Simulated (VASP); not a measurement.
# La2SnO4 in VASP: a series of runs, part 2 of 2

VASP 6.6.1. The steps go on from the part before.

### Step 4. Single point, PBE

This run uses another cell than the first one, of 17.49 Å³/atom.

Contents of INCAR:

```
SYSTEM = La2SnO4
PREC = Accurate
ENCUT = 520
EDIFF = 1E-7
ISMEAR = 0
SIGMA = 0.1
LREAL = .FALSE.
LASPH = .TRUE.
NELM = 60
ALGO = Normal
ISIF = 2
LWAVE = .FALSE.
LCHARG = .FALSE.
GGA = PE
NBANDS = 39
```

Contents of KPOINTS:

```
regular mesh
0
G
  4 4 4
  0 0 0
```

Contents of POSCAR:

```
La2SnO4
1.0
   -0.0001073267     -4.0932414184     -0.0141808018
    4.0919640099      0.0001152832      0.0020400702
   -2.0424716409      2.0706995636      7.3159942865
La Sn O
2 1 4
Direct
    0.3651689955      0.3650656686      0.7300958636
    0.6888153195      0.6926809279      0.3846483654
    0.0314428831      0.0293889577      0.0592669358
    0.9732284197      0.4706021771      0.9415601469
    0.4728922468      0.9704961704      0.9415791691
    0.2642206840      0.7658597840      0.5313795685
    0.7642314516      0.2659063144      0.5314699510
```

Potentials or basis: VASP PAW PBE potentials, release 64 (La, Sn_d, O).

The run is started by

```console
cat potpaw_PBE.64/La/POTCAR potpaw_PBE.64/Sn_d/POTCAR potpaw_PBE.64/O/POTCAR > POTCAR
mpirun -np 1 vasp_std > vasp.out
```

OUTCAR:

```text
SYSTEM = La2SnO4
   PREC = Accurate
   ENCUT = 520
   EDIFF = 1E-7
   ISMEAR = 0
   LREAL = .FALSE.
   LASPH = .TRUE.
   NELM = 60
   ISIF = 2
   GGA = PE

 ion  position               nearest neighbor table
   1  0.365  0.365  0.730-   7 2.51   6 2.51   6 2.51   7 2.51   4 2.56   5 2.56   5 2.56   4 2.57

   2  0.689  0.693  0.385-   6 2.31   7 2.31   7 2.31   6 2.31
   3  0.031  0.029  0.059-   5 2.21   4 2.22   4 2.22   5 2.23
   4  0.973  0.471  0.942-   3 2.22   3 2.22   1 2.56   1 2.57
   5  0.473  0.970  0.942-   3 2.21   3 2.23   1 2.56   1 2.56
   6  0.264  0.766  0.531-   2 2.31   2 2.31   1 2.51   1 2.51
   7  0.764  0.266  0.531-   2 2.31   2 2.31   1 2.51   1 2.51

  LATTYP: Found a triclinic cell.
 ALAT       =     9.7473304727
 B/A-ratio  =     0.4198036100
 C/A-ratio  =     0.4199371300
 COS(alpha) =     0.0000561204
 COS(beta)  =     0.2049295812
 COS(gamma) =     0.6289886112

  Lattice vectors:

 A1 = (  -6.1345429775,  -2.0226571380,   7.2997734145)
 A2 = (  -4.0919640099,  -0.0001152832,  -0.0020400702)
 A3 = (  -0.0001073267,  -4.0932414184,  -0.0141808018)

Analysis of symmetry for initial positions (statically):
[... 182 lines left out ...]

 E-fermi :   6.5282     XC(G=0): -10.1432

 val. band max:        6.0037474636   @ k =   0.2500   0.0000   0.2500
 cond. band min:       7.8302695184   @ k =  -0.0000   0.0000   0.5000
 fundamental gap:      1.8265220547
 Fermi energy:         6.5282122780

 k-point     1 :       0.0000    0.0000    0.0000
  band No.  band energies     occupation
      1     -24.7432      2.00000
      2     -24.1565      2.00000
      3     -14.5188      2.00000
      4     -14.3422      2.00000
      5     -14.3050      2.00000
      6     -14.3049      2.00000
[... 997 lines left out ...]
     38      10.5080      0.00000
     39      10.5284      0.00000

 [... further k-points ...]
[... 5 lines left out ...]
  --------------------------------------------------------------------------------------
  -------------------------------------------------------------------------------------
  Total       -0.1536943     -0.1708553     -0.1380292     -0.0030094     -0.0917966     -0.0180881
  in kB       -2.0112288     -2.2357951     -1.8062359     -0.0393801     -1.2012416     -0.2366991
  external PRESSURE =      -2.0177533 kB  Pullay stress =       0.0000000 kB

 VOLUME and BASIS-vectors are now :
 -----------------------------------------------------------------------------
  energy-cutoff  :      520.00
  volume of cell :      122.44
      direct lattice vectors                 reciprocal lattice vectors
    -0.000107327 -4.093241418 -0.014180802    -0.000027614 -0.244544925  0.069207636
     4.091964010  0.000115283  0.002040070     0.244347389 -0.000242978  0.068285421
    -2.042471641  2.070699564  7.315994286    -0.000068190 -0.000473941  0.136801927

 POSITION                                       TOTAL-FORCE (eV/Angst)
 -----------------------------------------------------------------------------------
      0.00260      0.01713      5.33694        -0.001375     -0.000439     -0.026184
      2.04872     -2.02292      2.80573         0.002237     -0.002299      0.017900
     -0.00080     -0.00598      0.43321         0.000343     -0.000630      0.058391
      0.00247     -2.03392      6.87561        -0.000791     -0.001494     -0.029016
      2.04804      0.01418      6.88386         0.000401      0.004402     -0.027718
      2.04851      0.01890      3.88539         0.000234      0.000336      0.003290
      0.00248     -2.02764      3.87794        -0.001050      0.000124      0.003335
 -----------------------------------------------------------------------------------
    total drift:                                0.000278     -0.000244     -0.000157

  FREE ENERGIE OF THE ION-ELECTRON SYSTEM (eV)
  ---------------------------------------------------
  free  energy   TOTEN  =       -52.7076775657 eV

  energy  without entropy=      -52.7076775657  energy(sigma->0) =      -52.70767757
```

Wall time 2.5 min (1 thread of Intel Xeon 6975P-C (Granite Rapids), shared host); peak memory 0.33 GiB.

Results:

| Quantity | Value |
| --- | --- |
| Free energy | -52.7077 eV |
| Pressure | -0.2 GPa |
| Largest force | 0.058 eV/Å |
| Band gap on the k mesh | 1.83 eV (least direct gap 2.31 eV) |

Forces on the atoms (eV/Å):
```
La  -0.001  0.000 -0.026
La   0.002 -0.002  0.018
Sn   0.000 -0.001  0.058
O   -0.001 -0.001 -0.029
O    0.000  0.004 -0.028
O    0.000  0.000  0.003
O   -0.001  0.000  0.003
```

Caveat: spin-orbit coupling is left out, which moves the levels of the heavy elements. A k mesh can miss the band edges.

### Step 5. Relaxation of cell and atoms, PBE

This run uses another cell than the first one, of 17.17 Å³/atom.

Contents of INCAR:

```
SYSTEM = La2SnO4
PREC = Accurate
ENCUT = 600
EDIFF = 1E-6
ISMEAR = 0
SIGMA = 0.15
LREAL = .False.
LASPH = .True.
NELM = 60
ALGO = Normal
ISIF = 3
LWAVE = .False.
LCHARG = .False.
GGA = PE
IBRION = 2
NSW = 36
EDIFFG = -0.08
```

Contents of KPOINTS:

```
regular mesh
0
Gamma
  4 4 4
  0 0 0
```

Contents of POSCAR:

```
La2SnO4
1.0
   -2.0500000000      2.0500000000      7.1500000000
    2.0500000000     -2.0500000000      7.1500000000
    2.0500000000      2.0500000000     -7.1500000000
La Sn O
2 1 4
Direct
    0.3500000000      0.3500000000      0.0000000000
    0.6500000000      0.6500000000      0.0000000000
    0.0600000000      0.0600000000      0.0000000000
    0.0000000000      0.5000000000      0.5000000000
    0.5000000000      0.0000000000      0.5000000000
    0.2500000000      0.7500000000      0.5000000000
    0.7500000000      0.2500000000      0.5000000000
```

The run is started by

```console
cat potpaw_PBE.64/La/POTCAR potpaw_PBE.64/Sn_d/POTCAR potpaw_PBE.64/O/POTCAR > POTCAR
mpirun -np 1 vasp_std > vasp.out
```

It took 34 min on 1 thread of Intel Xeon 6975P-C (Granite Rapids), shared host; peak memory 0.75 GiB.

The run converged. Its results:

- Free energy: -52.7105 eV
- Relaxed volume: 17.08 Å³/atom
- Relaxed cell: a = 7.691 Å, b = 7.691 Å, c = 7.691 Å, α = 149.11°, β = 149.11°, γ = 44.25°
- Space group after relaxing (to 0.1 Å): I4mm (No. 107)
- Energy gained by relaxing: 210.8 meV/atom
- Ionic steps: 17
- Pressure after relaxing: 0.3 GPa
- Largest force after relaxing: 0.057 eV/Å
- Band gap on the k mesh: 1.89 eV (least direct gap 2.42 eV)

Forces in eV/Å, atoms in the order of the input:
```
La   0.000  0.000  0.053
La   0.000  0.000  0.030
Sn   0.000  0.000  0.010
O    0.000  0.000 -0.057
O    0.000  0.000 -0.057
O    0.000  0.000  0.010
O    0.000  0.000  0.010
```

The path:
```tsv
step	energy change (eV)	largest force (eV/Å)	pressure (GPa)	volume (Å³)
1	0.0000	2.9425	-5.87	120.19
2	-0.8318	0.9389	6.13	109.30
3	-0.8360	0.7971	5.17	109.99
4	-1.0811	0.6223	-1.52	115.18
5	-1.0812	0.6191	-1.62	115.28
6	-1.1538	0.5436	-0.29	113.80
7	-1.1957	0.3356	2.26	111.47
8	-1.2421	0.3344	1.44	112.41
9	-1.2873	0.7570	-0.11	114.70
10	-1.3716	0.4659	0.27	115.53
11	-1.4396	0.4677	1.71	117.13
12	-1.4507	0.5557	-1.73	121.36
13	-1.4587	0.3317	-0.44	119.70
14	-1.4700	0.2133	-0.22	119.60
15	-1.4739	0.1567	0.01	119.50
16	-1.4739	0.1649	0.03	119.49
17	-1.4754	0.0565	0.28	119.54
```

Final structure:
```xyz
7
Lattice="-2.0481 2.0481 7.1249 2.0481 -2.0481 7.1249 2.0481 2.0481 -7.1249" Properties=species:S:1:pos:R:3 pbc="T T T"
La    0.0000    0.0000    5.1828
La    0.0000    0.0000    9.7993
Sn    0.0000    0.0000    0.4715
O     0.0000    2.0481    6.7546
O     2.0481    0.0000    6.7546
O     2.0481    0.0000    3.7583
O     0.0000    2.0481    3.7583
```

Levels at points of the mesh, in eV from the valence-band top:
| k point | band 27 | band 28 | band 29 | band 30 | band 31 | band 32 | band 33 | band 34 |
| --- | --- | --- | --- | --- | --- | --- | --- | --- |
| (0.00, 0.00, 0.00) | -1.52 | -1.10 | -1.10 | -1.09 | 2.26 | 3.82 | 4.09 | 4.09 |
| (0.50, 0.00, 0.00) | -1.72 | -1.55 | -1.22 | -0.07 | 3.00 | 3.75 | 3.85 | 4.06 |
| (0.50, 0.50, 0.00) | -1.25 | -1.17 | -0.83 | -0.83 | 2.80 | 2.87 | 3.36 | 4.31 |
| (0.50, 0.50, 0.50) | -1.52 | -1.10 | -1.10 | -0.53 | 1.89 | 3.69 | 4.04 | 4.10 |

Caveat: spin-orbit coupling is left out, which moves the levels of the heavy elements; the relaxation stopped at a loose force limit of 0.08 eV/Å, so its end isn't a converged minimum.

### Step 6. Summary

```csv
task,cell,cutoff (eV),smearing,gap on the mesh (eV),pressure (GPa),largest force (eV/Å)
single point,"a = 7.833 Å, angles 149.7, 149.7, 43.4°, 7 atoms, atomic positions A",520,gaussian 0.15 eV,1.84,0.0,0.07
single point,"a = 4.092, b = 4.092, c = 7.842 Å, angles 105.1, 105.1, 90.0°, 7 atoms, atomic positions B",520,gaussian 0.1 eV,1.84,-0.1,0.06
single point,"a = 4.093, b = 4.092, c = 7.873 Å, angles 105.0, 105.4, 90.0°, 7 atoms, atomic positions C",520,gaussian 0.1 eV,1.83,-0.2,0.06
relaxation of cell and atoms,"relaxed from a = 7.715 Å, angles 149.2, 149.2, 44.1°, 7 atoms, atomic positions D",600,gaussian 0.15 eV,1.89,0.3,0.06
```

Alike in all rows: level PBE; potentials or basis VASP PAW PBE potentials, release 64 (La, Sn_d, O); no spin polarisation; k mesh 4 × 4 × 4.

Caveats: spin-orbit coupling is left out, which moves the levels of the heavy elements; the relaxation stopped at a loose force limit of 0.08 eV/Å, so its end isn't a converged minimum (at least some runs).

Total energies depend on the potentials used, so only differences within one code and one set of settings carry meaning.
